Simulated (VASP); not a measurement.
# Ge (P6_3/mmc) in VASP: further runs

The runs below take Ge through single point, with r2SCAN.

Program: VASP 6.6.1. These are calculated values, not measurements. Logs are shortened: lines on timing, memory, paths and dates and some standing lists are left out, and cuts for length are marked.

### 1 The cell of the first run

It takes space group P6_3/mmc (No. 194, hexagonal). The conventional cell has a = 3.938 Å, b = 3.938 Å, c = 6.619 Å, α = 90.00°, β = 90.00°, γ = 120.00°. Ge (site symmetry 3m) has 4 Ge at 2.43 to 2.46 Å within 3.2 Å.

This isn't the form of Ge at room conditions, which is diamond.

### 2 Single point, r2SCAN (epitaxial xy strain -1.5%)

Input file POSCAR:

```
Ge
1.0
    3.9376509792      0.0000000000      0.0000000000
   -1.9688254896      3.4101057793      0.0000000000
    0.0000000000      0.0000000000      6.6191530894
Ge
4
Direct
    0.3333333333      0.6666666667      0.0015787682
    0.6666666667      0.3333333333      0.5015787682
    0.3333333333      0.6666666667      0.3734212318
    0.6666666667      0.3333333333      0.8734212318
```

Input file INCAR.step1:

```
PREC = Accurate
ENCUT = 520
ISMEAR = -1
SIGMA = 0.02
LREAL = False
LASPH = True
NELM = 80
NBANDS = 36
GGA = PE
ALGO = Normal
EDIFF = 1E-4
LWAVE = True
LCHARG = False
```

Input file INCAR.step2:

```
PREC = Accurate
ENCUT = 520
EDIFF = 1E-6
ISMEAR = -1
SIGMA = 0.02
LREAL = False
LASPH = True
NELM = 80
ALGO = Normal
ISIF = 2
LWAVE = False
LCHARG = False
METAGGA = R2SCAN
LMIXTAU = True
NBANDS = 36
ISTART = 1
```

Input file KPOINTS:

```
regular mesh
0
Gamma
  12 12 4
```

Potentials or basis: VASP PAW PBE potentials, release 64 (Ge_d).

Started as:

```console
$ cat potpaw_PBE.64/Ge_d/POTCAR > POTCAR
$ cp INCAR.step1 INCAR
$ mpirun -np 1 vasp_std > vasp.out
$ cp INCAR.step2 INCAR
$ mpirun -np 1 vasp_std > vasp.out
```

OUTCAR:

```text
PREC = Accurate
   ENCUT = 520
   EDIFF = 1E-6
   ISMEAR = -1
   LREAL = False
   LASPH = True
   NELM = 80
   ISIF = 2
   METAGGA = R2SCAN
   ISTART = 1

 ion  position               nearest neighbor table
   1  0.333  0.667  0.002-   4 2.43   4 2.43   4 2.43   3 2.46
   2  0.667  0.333  0.502-   3 2.43   3 2.43   3 2.43   4 2.46
   3  0.333  0.667  0.373-   2 2.43   2 2.43   2 2.43   1 2.46
   4  0.667  0.333  0.873-   1 2.43   1 2.43   1 2.43   2 2.46

  LATTYP: Found a hexagonal cell.
 ALAT       =     3.9376509792
 C/A-ratio  =     1.6809902971

  Lattice vectors:

 A1 = (   3.9376509792,   0.0000000000,   0.0000000000)
 A2 = (  -1.9688254896,   3.4101057793,   0.0000000000)
 A3 = (   0.0000000000,   0.0000000000,   6.6191530894)

Analysis of symmetry for initial positions (statically):
=====================================================================
 Subroutine PRICEL returns:
 Original cell was already a primitive cell.

 Routine SETGRP: Setting up the symmetry group for a
 hexagonal supercell.

 Subroutine GETGRP returns: Found 24 space group operations
 (whereof  6 operations were pure point group operations)
 out of a pool of 24 trial point group operations.

The static configuration has the point symmetry C_3v.
 The point group associated with its full space group is D_6h.

Analysis of symmetry for dynamics (positions and initial velocities):
=====================================================================
 Subroutine PRICEL returns:
 Original cell was already a primitive cell.

 Routine SETGRP: Setting up the symmetry group for a
 hexagonal supercell.

 Subroutine GETGRP returns: Found 24 space group operations
 (whereof  6 operations were pure point group operations)
 out of a pool of 24 trial point group operations.

The dynamic configuration has the point symmetry C_3v.
 The point group associated with its full space group is D_6h.

 Subroutine INISYM returns: Found 24 space group operations
 (whereof  6 operations are pure point group operations),
 and found     1 'primitive' translations

----------------------------------------------------------------------------------------

                                     Primitive cell

  volume of cell :      88.8807

  direct lattice vectors                    reciprocal lattice vectors
     3.937650979  0.000000000  0.000000000     0.253958516  0.146623018  0.000000000
    -1.968825490  3.410105779  0.000000000     0.000000000  0.293246035  0.000000000
     0.000000000  0.000000000  6.619153089     0.000000000  0.000000000  0.151076729

  length of vectors
     3.937650979  3.937650979  6.619153089     0.293246035  0.293246035  0.151076729

  position of ions in fractional coordinates (direct lattice)
     0.333333333  0.666666667  0.001578768
     0.666666667  0.333333333  0.501578768
     0.333333333  0.666666667  0.373421232
     0.666666667  0.333333333  0.873421232

  ion indices of the primitive-cell ions
   primitive index   ion index
                 1           1
                 2           2
                 3           3
                 4           4

----------------------------------------------------------------------------------------

 KPOINTS: regular mesh

Automatic generation of k-mesh.
 Grid dimensions read from file:
 generate k-points for:   12   12    4

 Generating k-lattice:

  Cartesian coordinates                     Fractional coordinates (reciprocal lattice)
     0.021163210  0.012218585  0.000000000     0.083333333  0.000000000  0.000000000
     0.000000000  0.024437170  0.000000000     0.000000000  0.083333333  0.000000000
     0.000000000  0.000000000  0.037769182     0.000000000  0.000000000  0.250000000

  Length of vectors
     0.024437170  0.024437170  0.037769182

  Shift w.r.t. Gamma in fractional coordinates (k-lattice)
     0.000000000  0.000000000  0.000000000

 Subroutine IBZKPT returns following result:
 ===========================================

 Found     57 irreducible k-points:

 Following reciprocal coordinates:
            Coordinates               Weight
  0.000000  0.000000  0.000000      1.000000
  0.083333  0.000000  0.000000      6.000000
  0.166667  0.000000  0.000000      6.000000
  0.250000  0.000000  0.000000      6.000000
  0.333333  0.000000  0.000000      6.000000
  0.416667  0.000000  0.000000      6.000000
[... 16 lines left out ...]
  0.250000  0.000000  0.250000     12.000000
  0.333333  0.000000  0.250000     12.000000
 [... further k-points ...]
   k-points           NKPTS =     57   k-points in BZ     NKDIM =     57   number of bands    NBANDS=     36
   number of dos      NEDOS =    301   number of ions     NIONS =      4
   total plane-waves  NPLWV =  45000
   dimension x,y,z NGX =    30 NGY =   30 NGZ =   50
   dimension x,y,z NGXF=    60 NGYF=   60 NGZF=  100
   ions per type =               4
   NGX,Y,Z   is equivalent  to a cutoff of  12.67, 12.67, 12.56 a.u.
   NGXF,Y,Z  is equivalent  to a cutoff of  25.33, 25.33, 25.12 a.u.
 SYSTEM =  unknown system
   PREC   = accura    normal or accurate (medium, high low for compatibility)
   ISTART =      1    job   : 0-new  1-cont  2-samecut
   ICHARG =      0    charge: 1-file 2-atom 10-const
   ISPIN  =      1    spin polarized calculation?
   LNONCOLLINEAR =      F non collinear calculations
   LSORBIT =      F    spin-orbit coupling
   LASPH  =      T    aspherical Exc in radial PAW
   ENCUT  =  520.0 eV  38.22 Ry    6.18 a.u.   7.32  7.32 12.31*2*pi/ulx,y,z
   NELM   =     80;   NELMIN=  2; NELMDL=  0     # of ELM steps
   EDIFF  = 0.1E-05   stopping-criterion for ELM
   LREAL  =      F    real-space projection
   EDIFFG = 0.1E-04   stopping-criterion for IOM
   NSW    =      0    number of steps for IOM
   IBRION =     -1    ionic relax: 0-MD 1-quasi-New 2-CG
   NFREE  =      0    steps in history (QN), initial steepest desc. (CG)
   ISIF   =      2    stress and relaxation
   ISYM   =      2    0-nonsym 1-usesym 2-fastsym
   POTIM  = 0.5000    time-step for ionic-motion
   TEBEG  =    0.0;   TEEND  =   0.0 temperature during run
   PSTRESS=    0.0 pullay stress
   NELECT =      56.0000    total number of electrons
   NUPDOWN=      -1.0000    fix difference up-down
   EMIN   =  10.00;   EMAX   =-10.00  energy-range for DOS
   EFERMI =   0.00;   METHOD = LEGACY
   ISMEAR =    -1;   SIGMA  =   0.02  broadening in eV -4-tet -1-fermi 0-gaus
   EFERMI_NEDOS =   21; number of points for ismear=-14 and -15
   IALGO  =     38    algorithm
   IMIX   =      4    mixing-type and parameters
     AMIX     =   0.40;   BMIX     =  1.00
     AMIX_MAG =   1.60;   BMIX_MAG =  1.00
  volume/ion in A,a.u.               =      22.22       149.95
  Fermi-wavevector in a.u.,A,eV,Ry     =   1.403465  2.652165 26.799597  1.969715
  Thomas-Fermi vector in A             =   2.526124
   LORBIT       =      0    0 simple, 1 ext, 2 COOP (PROOUT), +10 PAW based schemes
   METAGGA = R2SCAN    functional components
   LHFCALC =     F    Hartree Fock is set to
   AEXX    =    0.0000 exact exchange contribution
   IVDW    =     0    specifies the selected vdW correction
   LEPSILON=     F    determine dielectric tensor
   LRPA    =     F    only Hartree local field effects (RPA)
 non-spin polarized calculation
  energy-cutoff  :      520.00
  volume of cell :       88.88
 maximum number of plane-waves:      2424
 NGX is ok and might be reduce to    30
   NGX = 15   NGY = 15   NGZ = 25

 number of electron      56.0000025 magnetization

 Free energy of the ion-electron system (eV)
  ---------------------------------------------------
  ext. energy  EPLUGINS =         0.00000000
  ---------------------------------------------------
  free energy    TOTEN  =       -55.39402988 eV

  energy without entropy =      -55.39402927  energy(sigma->0) =      -55.39402958

 E-fermi :   5.3860     XC(G=0): -10.9146

 val. band max:        5.2187627863   @ k =   0.0000   0.0000   0.0000
 cond. band min:       5.5430896768   @ k =   0.0000   0.0000   0.0000
 fundamental gap:      0.3243268905
 Fermi energy:         5.3859761133

 k-point     1 :       0.0000    0.0000    0.0000
  band No.  band energies     occupation
      1     -20.5825      2.00000
      2     -20.5825      2.00000
      3     -20.5400      2.00000
      4     -20.5400      2.00000
      5     -20.5252      2.00000
      6     -20.5220      2.00000
[... 28 lines left out ...]
     35       9.9403      0.00000
     36      11.8627      0.00000

 k-point     2 :       0.0833    0.0000    0.0000
  band No.  band energies     occupation
      1     -20.5869      2.00000
      2     -20.5838      2.00000
      3     -20.5425      2.00000
      4     -20.5397      2.00000
      5     -20.5321      2.00000
      6     -20.5155      2.00000
[... 28 lines left out ...]
     35      10.2830      0.00000
     36      12.1358      0.00000

 k-point     3 :       0.1667    0.0000    0.0000
  band No.  band energies     occupation
      1     -20.5944      2.00000
      2     -20.5866      2.00000
      3     -20.5479      2.00000
      4     -20.5432      2.00000
      5     -20.5378      2.00000
      6     -20.5042      2.00000
[... 28 lines left out ...]
     35      11.1714      0.00000
     36      11.2633      0.00000

 k-point     4 :       0.2500    0.0000    0.0000
  band No.  band energies     occupation
      1     -20.5988      2.00000
      2     -20.5888      2.00000
      3     -20.5543      2.00000
      4     -20.5532      2.00000
      5     -20.5325      2.00000
      6     -20.4956      2.00000
[... 28 lines left out ...]
     35      12.1506      0.00000
     36      12.3726      0.00000

 k-point     5 :       0.3333    0.0000    0.0000
  band No.  band energies     occupation
      1     -20.5985      2.00000
      2     -20.5898      2.00000
      3     -20.5646      2.00000
      4     -20.5570      2.00000
      5     -20.5231      2.00000
      6     -20.4907      2.00000
[... 655 lines left out ...]
 k-point    22 :       0.1667    0.0000    0.2500
  band No.  band energies     occupation
      1     -20.5877      2.00000
      2     -20.5821      2.00000
      3     -20.5555      2.00000
      4     -20.5495      2.00000
      5     -20.5356      2.00000
      6     -20.5074      2.00000
[... 28 lines left out ...]
     35      10.7120      0.00000
     36      12.0760      0.00000

 k-point    23 :       0.2500    0.0000    0.2500
  band No.  band energies     occupation
      1     -20.5911      2.00000
      2     -20.5845      2.00000
      3     -20.5598      2.00000
      4     -20.5525      2.00000
      5     -20.5367      2.00000
      6     -20.4997      2.00000
[... 28 lines left out ...]
     35      11.8185      0.00000
     36      12.0492      0.00000

 k-point    24 :       0.3333    0.0000    0.2500
  band No.  band energies     occupation
      1     -20.5902      2.00000
      2     -20.5857      2.00000
      3     -20.5629      2.00000
      4     -20.5593      2.00000
      5     -20.5292      2.00000
      6     -20.4940      2.00000
[... 28 lines left out ...]
     35      12.8906      0.00000
     36      13.0313      0.00000

 [... further k-points ...]

------------------------ aborting loop because EDIFF is reached ----------------------------------------

  FORCE on cell =-STRESS in cart. coord.  units (eV):
  Direction    XX          YY          ZZ          XY          YZ          ZX
  --------------------------------------------------------------------------------------
  -------------------------------------------------------------------------------------
  Total        1.6437077      1.6437077      0.0944194     -0.0000000      0.0000000      0.0000000
  in kB       29.6297295     29.6297295      1.7020192     -0.0000000      0.0000000      0.0000000
  external PRESSURE =      20.3204928 kB  Pullay stress =       0.0000000 kB

 VOLUME and BASIS-vectors are now :
 -----------------------------------------------------------------------------
  energy-cutoff  :      520.00
  volume of cell :       88.88
      direct lattice vectors                 reciprocal lattice vectors
     3.937650979  0.000000000  0.000000000     0.253958516  0.146623018  0.000000000
    -1.968825490  3.410105779  0.000000000     0.000000000  0.293246035  0.000000000
     0.000000000  0.000000000  6.619153089     0.000000000  0.000000000  0.151076729

 POSITION                                       TOTAL-FORCE (eV/Angst)
 -----------------------------------------------------------------------------------
     -0.00000      2.27340      0.01045        -0.000000      0.000000      0.006590
      1.96883      1.13670      3.32003         0.000000      0.000000      0.006590
     -0.00000      2.27340      2.47173        -0.000000      0.000000     -0.006590
      1.96883      1.13670      5.78131         0.000000      0.000000     -0.006590
 -----------------------------------------------------------------------------------
    total drift:                               -0.000001     -0.000001      0.000024

  FREE ENERGIE OF THE ION-ELECTRON SYSTEM (eV)
  ---------------------------------------------------
  free  energy   TOTEN  =       -55.3940298766 eV

  energy  without entropy=      -55.3940292749  energy(sigma->0) =      -55.39402958
```

It took 13 min on 1 thread of Intel Xeon Platinum 8259CL at 2.50GHz (Skylake/Cascade Lake), shared host; peak memory 0.29 GiB.

Results:

```yaml
Free_energy: -55.3940 eV
Pressure: 2.0 GPa
Largest_force: 0.007 eV/Å
Band_gap_on_the_k_mesh: 0.32 eV
```

Forces on the atoms (eV/Å):
```
Ge   0.000  0.000  0.007
Ge   0.000  0.000  0.007
Ge   0.000  0.000 -0.007
Ge   0.000  0.000 -0.007
```

Stress tensor (GPa, compression positive):
```
2.96 0.00 0.00
0.00 2.96 0.00
0.00 0.00 0.17
```

Levels at points of the mesh, in eV from the valence-band top:
```
           k point  band 26  band 27  band 28  band 29  band 30  band 31
(0.00, 0.00, 0.00)    -0.46     0.00     0.00     0.32     0.36     2.32
(0.50, 0.00, 0.00)    -3.41    -3.19    -1.74     0.66     1.81     3.56
(0.00, 0.00, 0.50)    -1.02    -1.02    -1.02     1.07     1.07     3.49
(0.50, 0.00, 0.50)    -2.99    -2.73    -2.73     0.56     0.56     2.19
```

Caveat: the cell differs from its parent crystal (epitaxial xy strain -1.5%); semilocal functionals underestimate gaps, and a narrow one can read as zero; the PAW data sets were made with another functional, which shifts forces and pressure a little. A k mesh can miss the band edges.

### 3 Single point, r2SCAN

This run uses another cell than the first one, of 22.81 Å³/atom.

Input file POSCAR:

```
Ge
1.0
    3.9976152073      0.0000000000      0.0000000000
   -1.9988076036      3.4620363241      0.0000000000
    0.0000000000      0.0000000000      6.5928195166
Ge
4
Direct
    0.3333333333      0.6666666667      0.0003695990
    0.6666666667      0.3333333333      0.5003695990
    0.3333333333      0.6666666667      0.3746304010
    0.6666666667      0.3333333333      0.8746304010
```

Input file INCAR.step1:

```
SYSTEM = Ge
ALGO     = Normal         ! electronic algorithm
EDIFF    = 1E-4           ! SCF threshold, eV
ENCUT    = 520            ! plane-wave cutoff, eV
GGA      = PE             ! functional
ISMEAR   = -1             ! smearing method
LASPH    = .TRUE.         ! aspherical terms in the spheres
LCHARG   = .FALSE.        ! write CHGCAR
LREAL    = .FALSE.        ! projectors in reciprocal space
LWAVE    = .TRUE.         ! write WAVECAR
NBANDS   = 36             ! bands
NELM     = 60             ! most SCF steps
PREC     = Accurate       ! precision mode
SIGMA    = 0.02           ! smearing width, eV
```

Input file INCAR.step2:

```
SYSTEM = Ge
ALGO     = Normal         ! electronic algorithm
EDIFF    = 1E-6           ! SCF threshold, eV
ENCUT    = 520            ! plane-wave cutoff, eV
ISIF     = 2              ! what is computed and relaxed
ISMEAR   = -1             ! smearing method
ISTART   = 1            
LASPH    = .TRUE.         ! aspherical terms in the spheres
LCHARG   = .FALSE.        ! write CHGCAR
LMIXTAU  = .TRUE.       
LREAL    = .FALSE.        ! projectors in reciprocal space
LWAVE    = .FALSE.        ! write WAVECAR
METAGGA  = R2SCAN         ! meta-GGA
NBANDS   = 36             ! bands
NELM     = 60             ! most SCF steps
PREC     = Accurate       ! precision mode
SIGMA    = 0.02           ! smearing width, eV
```

Input file KPOINTS:

```
k-points
0
G
  12 12 4
  0 0 0
```

Potentials or basis: VASP PAW PBE potentials, release 64 (Ge_d).

Started as:

```console
$ cat potpaw_PBE.64/Ge_d/POTCAR > POTCAR
$ cp INCAR.step1 INCAR
$ mpirun -np 1 vasp_std > vasp.out
$ cp INCAR.step2 INCAR
$ mpirun -np 1 vasp_std > vasp.out
```

It took 10 min on 1 thread of Intel Xeon Platinum 8259CL at 2.50GHz (Skylake/Cascade Lake), shared host; peak memory 0.29 GiB.

Results (log left out):

```yaml
Free_energy: -55.4190 eV
Pressure: 0.1 GPa
Largest_force: 0.004 eV/Å
Band_gap_on_the_k_mesh: 0.06 eV
```

Forces in eV/Å, atoms in the order of the input:
```
Ge   0.000  0.000  0.004
Ge   0.000  0.000  0.004
Ge   0.000  0.000 -0.004
Ge   0.000  0.000 -0.004
```

Stress tensor (GPa, compression positive):
```
-0.01  0.00  0.00
 0.00 -0.01  0.00
 0.00  0.00  0.21
```

Levels at points of the mesh, in eV from the valence-band top:
```tsv
k point	band 25	band 26	band 27	band 28	band 29	band 30	band 31	band 32
(0.00, 0.00, 0.00)	-1.69	-0.29	0.00	0.00	0.06	0.26	2.29	2.29
(0.50, 0.00, 0.00)	-4.87	-3.34	-3.02	-1.65	0.62	1.83	3.72	3.84
(0.00, 0.00, 0.50)	-1.03	-1.03	-1.03	-1.03	0.84	0.84	3.46	3.46
(0.50, 0.00, 0.50)	-2.77	-2.77	-2.66	-2.66	0.63	0.63	2.27	2.27
```

Caveat: semilocal functionals underestimate gaps, and a narrow one can read as zero; the PAW data sets were made with another functional, which shifts forces and pressure a little.
